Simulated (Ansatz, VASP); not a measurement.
# Al in VASP and in Ansatz

```
Al
1.0
     2.84947    0.00000    0.00000
    -1.42473    2.46771    0.00000
     0.00000    0.00000    4.93089
Al
2
Direct
  0.33333 0.66667 0.25000
  0.66667 0.33333 0.75000
```

Change from the starting cell: volume scaled by 1.04.

Alike in both runs: task single point; functional PBE; k mesh 11 × 11 × 6; occupations fermi-dirac, width 0.05 eV; no spin polarisation.

|  | VASP | Ansatz |
| --- | --- | --- |
| version | VASP 6.6.1 | Ansatz 0.2.0 |
| potentials or method | VASP PAW PBE potentials, release 64 (Al), cutoff 520 eV | all-electron LAPW, scalar-relativistic |

```csv
,VASP,Ansatz,Ansatz less VASP
gap on the k mesh at the Fermi level (eV),none,none,-
pressure (GPa),-2.6,-2.6,+0.03
"traceless stress, the component that is largest in VASP (GPa)",-2.47,-2.47,-0.006
```

A gap of «none» marks a metal or a gap that the smearing closes. Ansatz ran all-electron here, and VASP with PAW potentials.
